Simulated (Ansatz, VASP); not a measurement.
# Al: VASP beside Ansatz

```xyz
1
Lattice="0.0000 2.0248 2.0248 2.0248 0.0000 2.0248 2.0248 2.0248 0.0000" Properties=species:S:1:pos:R:3 pbc="T T T"
Al    0.0000    0.0000    0.0000
```

Alike in both runs: functional PBEsol; k mesh 11 × 11 × 11; occupations tetrahedron; non-collinear spin.

```csv
,VASP,Ansatz
version,VASP 6.6.1,Ansatz 0.2.0
potentials or method,"VASP PAW PBE potentials, release 64 (Al)",SSSP efficiency PAW
plane-wave cutoff (eV),520,408
valence electrons in the cell,3,3
task,single point,atomic charges
```

```tsv
	VASP	Ansatz	Ansatz less VASP
gap on the k mesh at the Fermi level (eV)	none	none	-
pressure (GPa)	-2.4	-2.4	-0.07
net moment per atom (μB)	0.00	0.00	0.000
```

VASP's potentials were made for PBE, not for PBEsol. A gap of «none» marks a metal or a gap that the smearing closes. With one functional, cell and mesh, what is left measures potentials, basis and numerics.
